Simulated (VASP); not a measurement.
# Rh in VASP: notebook

Rh is run at these levels: PBEsol; tasks: single point.

All numbers are computed with VASP 6.6.1; they aren't measurements. Logs are shortened: lines on timing, memory, paths and dates and some standing lists are left out, and cuts for length are marked.

## (1) The cell of the first run

The typed cell holds 2 atoms: a = 4.232 Å, b = 4.232 Å, c = 2.676 Å, α = 90.00°, β = 90.00°, γ = 143.55°.

## (2) Single point, PBEsol (14.24 Å³/atom)

File INCAR:

```
SYSTEM = Rh
PREC = Accurate
ENCUT = 520
EDIFF = 1E-7
ISMEAR = -1
SIGMA = 0.1
LREAL = .FALSE.
LASPH = .TRUE.
NELM = 80
ALGO = Normal
ISIF = 2
LWAVE = .FALSE.
LCHARG = .FALSE.
GGA = PS
NBANDS = 22
```

File KPOINTS:

```
Automatic mesh
0
G
  14 14 13
  0 0 0
```

File POSCAR:

```
Rh
1.0
   -2.6443099811      3.0409271091      1.2936254506
    3.0409271091     -2.6443099811      1.2936254506
    1.8493711778      1.8493711778     -0.5672204542
Rh
2
Direct
    0.0101624413      0.9898375587      1.0000000000
    0.7398375587      0.2601624413      0.5000000000
```

Potentials or basis: VASP PAW PBE potentials, release 64 (Rh_pv).

Launch:

```console
$ cat potpaw_PBE.64/Rh_pv/POTCAR > POTCAR
$ mpirun -np 1 vasp_std > vasp.out
```

OUTCAR:

```text
SYSTEM = Rh
   PREC = Accurate
   ENCUT = 520
   EDIFF = 1E-7
   ISMEAR = -1
   LREAL = .FALSE.
   LASPH = .TRUE.
   NELM = 80
   ISIF = 2
   GGA = PS

 ion  position               nearest neighbor table
   1  0.010  0.990  0.000-   2 2.55   2 2.55   2 2.64   2 2.64   2 2.64   2 2.64
   2  0.740  0.260  0.500-   1 2.55   1 2.55   1 2.64   1 2.64   1 2.64   1 2.64

  LATTYP: Found a base centered monoclinic cell.
 ALAT       =     2.6473529266
 B/A-ratio  =     3.0370485617
 C/A-ratio  =     1.0108994033
 COS(beta)  =    -0.0000786269

  Lattice vectors:

 A1 = (  -2.6443099811,   3.0409271091,   1.2936254506)
 A2 = (   3.0409271091,  -2.6443099811,   1.2936254506)
 A3 = (   1.8493711778,   1.8493711778,  -0.5672204542)

Analysis of symmetry for initial positions (statically):
=====================================================================
 Subroutine PRICEL returns:
 Original cell was already a primitive cell.

 Routine SETGRP: Setting up the symmetry group for a
 base centered monoclinic supercell.

 Subroutine GETGRP returns: Found  4 space group operations
 (whereof  2 operations were pure point group operations)
 out of a pool of  4 trial point group operations.

The static configuration has the point symmetry C_2 .
 The point group associated with its full space group is C_2h.

Analysis of symmetry for dynamics (positions and initial velocities):
=====================================================================
 Subroutine PRICEL returns:
 Original cell was already a primitive cell.

 Routine SETGRP: Setting up the symmetry group for a
 base centered monoclinic supercell.

 Subroutine GETGRP returns: Found  4 space group operations
 (whereof  2 operations were pure point group operations)
 out of a pool of  4 trial point group operations.

The dynamic configuration has the point symmetry C_2 .
 The point group associated with its full space group is C_2h.

 Subroutine INISYM returns: Found  4 space group operations
 (whereof  2 operations are pure point group operations),
 and found     1 'primitive' translations

----------------------------------------------------------------------------------------

                                     Primitive cell

  volume of cell :      28.4817

  direct lattice vectors                    reciprocal lattice vectors
    -2.644309981  3.040927109  1.293625451    -0.031335502  0.144558658  0.369153899
     3.040927109 -2.644309981  1.293625451     0.144558658 -0.031335502  0.369153899
     1.849371178  1.849371178 -0.567220454     0.258221218  0.258221218 -0.079168942

  length of vectors
     4.232384643  4.232384643  2.676207494     0.397685454  0.397685454  0.373663105

  position of ions in fractional coordinates (direct lattice)
     0.010162441  0.989837559  0.000000000
     0.739837559  0.260162441  0.500000000

  ion indices of the primitive-cell ions
   primitive index   ion index
                 1           1
                 2           2

----------------------------------------------------------------------------------------

 KPOINTS: Automatic mesh

Automatic generation of k-mesh.
 Grid dimensions read from file:
 generate k-points for:   14   14   13

 Generating k-lattice:

  Cartesian coordinates                     Fractional coordinates (reciprocal lattice)
    -0.002238250  0.010325618  0.026368136     0.071428571 -0.000000000  0.000000000
     0.010325618 -0.002238250  0.026368136    -0.000000000  0.071428571  0.000000000
     0.019863171  0.019863171 -0.006089919     0.000000000  0.000000000  0.076923077

  Length of vectors
     0.028406104  0.028406104  0.028743316

  Shift w.r.t. Gamma in fractional coordinates (k-lattice)
     0.000000000  0.000000000  0.000000000

 Subroutine IBZKPT returns following result:
 ===========================================

 Found    687 irreducible k-points:

 Following reciprocal coordinates:
            Coordinates               Weight
  0.000000  0.000000  0.000000      1.000000
  0.071429  0.000000  0.000000      4.000000
  0.142857  0.000000  0.000000      4.000000
  0.214286  0.000000  0.000000      4.000000
  0.285714 -0.000000  0.000000      4.000000
  0.357143  0.000000  0.000000      4.000000
[... 16 lines left out ...]
  0.214286  0.142857  0.000000      4.000000
  0.285714  0.142857  0.000000      4.000000
 [... further k-points ...]
   k-points           NKPTS =    687   k-points in BZ     NKDIM =    687   number of bands    NBANDS=     22
   number of dos      NEDOS =    301   number of ions     NIONS =      2
   total plane-waves  NPLWV =  20480
   dimension x,y,z NGX =    32 NGY =   32 NGZ =   20
   dimension x,y,z NGXF=    64 NGYF=   64 NGZF=   40
   ions per type =               2
   NGX,Y,Z   is equivalent  to a cutoff of  12.57, 12.57, 12.42 a.u.
   NGXF,Y,Z  is equivalent  to a cutoff of  25.14, 25.14, 24.85 a.u.
 SYSTEM =  Rh
   PREC   = accura    normal or accurate (medium, high low for compatibility)
   ISTART =      0    job   : 0-new  1-cont  2-samecut
   ICHARG =      2    charge: 1-file 2-atom 10-const
   ISPIN  =      1    spin polarized calculation?
   LNONCOLLINEAR =      F non collinear calculations
   LSORBIT =      F    spin-orbit coupling
   LASPH  =      T    aspherical Exc in radial PAW
   ENCUT  =  520.0 eV  38.22 Ry    6.18 a.u.   7.87  7.87  4.98*2*pi/ulx,y,z
   NELM   =     80;   NELMIN=  2; NELMDL= -5     # of ELM steps
   EDIFF  = 0.1E-06   stopping-criterion for ELM
   LREAL  =      F    real-space projection
   EDIFFG = 0.1E-05   stopping-criterion for IOM
   NSW    =      0    number of steps for IOM
   IBRION =     -1    ionic relax: 0-MD 1-quasi-New 2-CG
   NFREE  =      0    steps in history (QN), initial steepest desc. (CG)
   ISIF   =      2    stress and relaxation
   ISYM   =      2    0-nonsym 1-usesym 2-fastsym
   POTIM  = 0.5000    time-step for ionic-motion
   TEBEG  =    0.0;   TEEND  =   0.0 temperature during run
   PSTRESS=    0.0 pullay stress
   NELECT =      30.0000    total number of electrons
   NUPDOWN=      -1.0000    fix difference up-down
   EMIN   =  10.00;   EMAX   =-10.00  energy-range for DOS
   EFERMI =   0.00;   METHOD = LEGACY
   ISMEAR =    -1;   SIGMA  =   0.10  broadening in eV -4-tet -1-fermi 0-gaus
   EFERMI_NEDOS =   21; number of points for ismear=-14 and -15
   IALGO  =     38    algorithm
   IMIX   =      4    mixing-type and parameters
     AMIX     =   0.40;   BMIX     =  1.00
     AMIX_MAG =   1.60;   BMIX_MAG =  1.00
  volume/ion in A,a.u.               =      14.24        96.10
  Fermi-wavevector in a.u.,A,eV,Ry     =   1.665687  3.147693 37.749564  2.774515
  Thomas-Fermi vector in A             =   2.752014
   LORBIT       =      0    0 simple, 1 ext, 2 COOP (PROOUT), +10 PAW based schemes
   GGA     = PS    functional components
   LHFCALC =     F    Hartree Fock is set to
   AEXX    =    0.0000 exact exchange contribution
   IVDW    =     0    specifies the selected vdW correction
   LEPSILON=     F    determine dielectric tensor
   LRPA    =     F    only Hartree local field effects (RPA)
 non-spin polarized calculation
  energy-cutoff  :      520.00
  volume of cell :       28.48
 maximum number of plane-waves:       779
   NGX = 15   NGY = 15   NGZ =  9

 number of electron      29.9999999 magnetization

 Free energy of the ion-electron system (eV)
  ---------------------------------------------------
  ext. energy  EPLUGINS =         0.00000000
  ---------------------------------------------------
  free energy    TOTEN  =       -15.84410004 eV

  energy without entropy =      -15.76224716  energy(sigma->0) =      -15.80317360

 E-fermi :  11.1710     XC(G=0): -13.9307

 val. band max:       11.1683116260   @ k =   0.4286   0.3571   0.3077
 cond. band min:      11.1719517242   @ k =  -0.2143  -0.3571   0.3077
 fundamental gap:      0.0036400982
 Fermi energy:        11.1710266149

 k-point     1 :       0.0000    0.0000    0.0000
  band No.  band energies     occupation
      1     -35.9932      2.00000
      2     -35.3802      2.00000
      3     -35.2350      2.00000
      4     -35.1318      2.00000
      5     -35.1253      2.00000
      6     -35.0793      2.00000
[... 14 lines left out ...]
     21      28.4451      0.00000
     22      29.7208      0.00000

 k-point     2 :       0.0714    0.0000    0.0000
  band No.  band energies     occupation
      1     -35.9850      2.00000
      2     -35.3752      2.00000
      3     -35.2682      2.00000
      4     -35.1480      2.00000
      5     -35.1260      2.00000
      6     -35.0805      2.00000
[... 14 lines left out ...]
     21      28.2471      0.00000
     22      28.5436      0.00000

 k-point     3 :       0.1429    0.0000    0.0000
  band No.  band energies     occupation
      1     -35.9620      2.00000
      2     -35.3608      2.00000
      3     -35.3474      2.00000
      4     -35.2101      2.00000
      5     -35.1247      2.00000
      6     -35.0843      2.00000
[... 14 lines left out ...]
     21      26.0808      0.00000
     22      27.3510      0.00000

 k-point     4 :       0.2143    0.0000    0.0000
  band No.  band energies     occupation
      1     -35.9295      2.00000
      2     -35.4501      2.00000
      3     -35.3388      2.00000
      4     -35.2948      2.00000
      5     -35.1369      2.00000
      6     -35.0909      2.00000
[... 14 lines left out ...]
     21      25.9315      0.00000
     22      27.3954      0.00000

 k-point     5 :       0.2857   -0.0000    0.0000
  band No.  band energies     occupation
      1     -35.8965      2.00000
      2     -35.5589      2.00000
      3     -35.3787      2.00000
      4     -35.3121      2.00000
      5     -35.1605      2.00000
      6     -35.1004      2.00000
[... 14 lines left out ...]
     21      24.8258      0.00000
     22      28.9776      0.00000

 k-point     6 :       0.3571    0.0000    0.0000
  band No.  band energies     occupation
      1     -35.8732      2.00000
      2     -35.6557      2.00000
      3     -35.4392      2.00000
      4     -35.2850      2.00000
      5     -35.1896      2.00000
      6     -35.1121      2.00000
[... 14 lines left out ...]
     21      25.0227      0.00000
     22      29.3196      0.00000

 k-point     7 :       0.4286    0.0000    0.0000
  band No.  band energies     occupation
      1     -35.8638      2.00000
      2     -35.7233      2.00000
      3     -35.4672      2.00000
      4     -35.2631      2.00000
      5     -35.2152      2.00000
      6     -35.1233      2.00000
[... 324 lines left out ...]
      6     -35.0879      2.00000
[... 14 lines left out ...]
     21      27.4681      0.00000
     22      28.5335      0.00000

 k-point    21 :      -0.0714    0.0714    0.0000
  band No.  band energies     occupation
      1     -35.9829      2.00000
      2     -35.3766      2.00000
      3     -35.2391      2.00000
      4     -35.1431      2.00000
      5     -35.1211      2.00000
      6     -35.0831      2.00000
[... 14 lines left out ...]
     21      28.4722      0.00000
     22      28.9886      0.00000

 k-point    22 :       0.1429    0.1429    0.0000
  band No.  band energies     occupation
      1     -35.9262      2.00000
      2     -35.5333      2.00000
      3     -35.4034      2.00000
      4     -35.3235      2.00000
      5     -35.1299      2.00000
      6     -35.0887      2.00000
[... 14 lines left out ...]
     21      23.5829      0.00000
     22      28.5948      0.00000

 k-point    23 :       0.2143    0.1429    0.0000
  band No.  band energies     occupation
      1     -35.9079      2.00000
      2     -35.6184      2.00000
      3     -35.4764      2.00000
      4     -35.2986      2.00000
      5     -35.1533      2.00000
      6     -35.0982      2.00000
[... 14 lines left out ...]
     21      23.3471      0.00000
     22      28.8446      0.00000

 k-point    24 :       0.2857    0.1429    0.0000
  band No.  band energies     occupation
      1     -35.8955      2.00000
      2     -35.6803      2.00000
      3     -35.5075      2.00000
      4     -35.2739      2.00000
      5     -35.1850      2.00000
      6     -35.1122      2.00000
[... 14 lines left out ...]
     21      24.2804      0.00000
     22      28.3644      0.00000

 [... further k-points ...]

------------------------ aborting loop because EDIFF is reached ----------------------------------------

  FORCE on cell =-STRESS in cart. coord.  units (eV):
  Direction    XX          YY          ZZ          XY          YZ          ZX
  --------------------------------------------------------------------------------------
  -------------------------------------------------------------------------------------
  Total       -0.0487858     -0.0487858     -0.0522076     -0.1075470      0.0173299      0.0173300
  in kB       -2.7443475     -2.7443475     -2.9368314     -6.0498365      0.9748590      0.9748613
  external PRESSURE =      -2.8085088 kB  Pullay stress =       0.0000000 kB

 VOLUME and BASIS-vectors are now :
 -----------------------------------------------------------------------------
  energy-cutoff  :      520.00
  volume of cell :       28.48
      direct lattice vectors                 reciprocal lattice vectors
    -2.644309981  3.040927109  1.293625451    -0.031335502  0.144558658  0.369153899
     3.040927109 -2.644309981  1.293625451     0.144558658 -0.031335502  0.369153899
     1.849371178  1.849371178 -0.567220454     0.258221218  0.258221218 -0.079168942

 POSITION                                       TOTAL-FORCE (eV/Angst)
 -----------------------------------------------------------------------------------
      2.98315     -2.58653      1.29363         0.018681     -0.018681      0.000000
     -0.24054      2.48653      1.01002        -0.018681      0.018681     -0.000000
 -----------------------------------------------------------------------------------
    total drift:                                0.000000      0.000000     -0.000000

  FREE ENERGIE OF THE ION-ELECTRON SYSTEM (eV)
  ---------------------------------------------------
  free  energy   TOTEN  =       -15.8441000412 eV

  energy  without entropy=      -15.7622471558  energy(sigma->0) =      -15.80317360
```

Run time: 5.5 min. Hardware: 1 thread of Oxide Virtual Turin-like, shared host; peak memory 0.39 GiB.

Results:

```
Free energy            : -15.8441 eV
Pressure               : -0.3 GPa
Largest force          : 0.026 eV/Å
Band gap on the k mesh : zero (bands 15 and 16 overlap by 2.06 eV)
```

Forces on the atoms (eV/Å):
```
Rh   0.019 -0.019  0.000
Rh  -0.019  0.019  0.000
```

Stress tensor (GPa, compression positive):
```
-0.27 -0.60  0.10
-0.60 -0.27  0.10
 0.10  0.10 -0.29
```

Caveat: the PAW data sets were made with another functional, which shifts forces and pressure a little.

## (3) Single point, PBEsol (14.81 Å³/atom)

This run uses another cell than the first one, of 14.81 Å³/atom.

File INCAR:

```
SYSTEM = Rh
PREC = Accurate
ENCUT = 520
EDIFF = 1E-6
ISMEAR = -1
SIGMA = 0.1
LREAL = .False.
LASPH = .True.
NELM = 60
ALGO = Normal
ISIF = 2
LWAVE = .False.
LCHARG = .True.
GGA = PS
LELF = .True.
LVHAR = .True.
NBANDS = 22
```

File KPOINTS:

```
Automatic mesh
0
Gamma
  14 14 13
  0 0 0
```

File POSCAR:

```
Rh
1.0
   -2.6791075240      3.0809438969      1.3106487903
    3.0809438969     -2.6791075240      1.3106487903
    1.8737078000      1.8737078000     -0.5746847372
Rh
2
Direct
    0.0101624413      0.9898375587      1.0000000000
    0.7398375587      0.2601624413      0.5000000000
```

Potentials or basis: VASP PAW PBE potentials, release 64 (Rh_pv).

Launch:

```console
$ cat potpaw_PBE.64/Rh_pv/POTCAR > POTCAR
$ mpirun -np 1 vasp_std > vasp.out
```

It took 6.8 min on 1 thread of Oxide Virtual Turin-like, shared host; peak memory 0.4 GiB.

Results (log left out):

```yaml
Free_energy: -15.8081 eV
Pressure: -9.7 GPa
Largest_force: 0.055 eV/Å
Band_gap_on_the_k_mesh: zero (bands 15 and 16 overlap by 1.92 eV)
```

Forces in eV/Å, atoms in the order of the input:
```
Rh  -0.039  0.039  0.000
Rh   0.039 -0.039  0.000
```

Stress tensor (GPa, compression positive):
```
-10.13  -0.28   0.27
 -0.28 -10.13   0.27
  0.27   0.27  -8.73
```

Levels at points of the mesh, in eV from the Fermi level:
```tsv
k point	band 13	band 14	band 15	band 16	band 17	band 18
(0.00, 0.00, 0.00)	-1.56	-0.77	-0.31	0.21	1.19	2.51
(0.50, 0.00, 0.00)	-1.68	-1.38	-0.70	0.56	2.26	4.26
(0.50, 0.50, 0.00)	-1.44	-1.34	-1.16	-0.62	0.56	0.80
```

Caveat: the cell stands under tension; the PAW data sets were made with another functional, which shifts forces and pressure a little.

(Continued in part 2 of 2.)
